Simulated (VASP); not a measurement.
Input of a VASP 6.6.1 run:

INCAR

```
PREC = Accurate
ENCUT = 520
EDIFF = 1E-7
ISMEAR = 0
SIGMA = 0.02
LREAL = False
LASPH = True
NELM = 100
ALGO = Normal
ISIF = 2
LWAVE = False
LCHARG = False
GGA = PE
NBANDS = 46
```

KPOINTS

```
regular mesh
0
Gamma
  8 8 4
```

POSCAR

```
Zn4SeS3
1.0
    3.9392196136      0.0000000000      0.0000000000
    0.0000000000      3.9392196136      0.0000000000
    0.0000000000      0.0000000000     11.1370006036
Zn Se S
4 1 3
Direct
    0.5000000000      0.0000000000      0.8785141131
    0.0000000000      0.5000000000      0.1214858869
    0.5000000000      0.0000000000      0.3649732911
    0.0000000000      0.5000000000      0.6350267089
    0.0000000000      0.0000000000      0.5000000000
    0.0000000000      0.0000000000      0.0000000000
    0.5000000000      0.5000000000      0.2432150136
    0.5000000000      0.5000000000      0.7567849864
```

Potentials or basis: VASP PAW PBE potentials, release 64 (Zn, Se, S).

Launch:

```bash
$ cat potpaw_PBE.64/Zn/POTCAR potpaw_PBE.64/Se/POTCAR potpaw_PBE.64/S/POTCAR > POTCAR
$ mpirun -np 1 vasp_std > vasp.out
```

Q: Estimate the band gap on the k mesh.

A: 1.58 eV, direct.

Q: Estimate the pressure.

A: -1.7 GPa.

Forces on the atoms (eV/Å):
```
Zn   0.000  0.000  0.002
Zn   0.000  0.000 -0.002
Zn   0.000  0.000 -0.003
Zn   0.000  0.000  0.003
Se   0.000  0.000  0.000
S    0.000  0.000  0.000
S    0.000  0.000 -0.003
S    0.000  0.000  0.003
```

 A k mesh can miss the band edges.
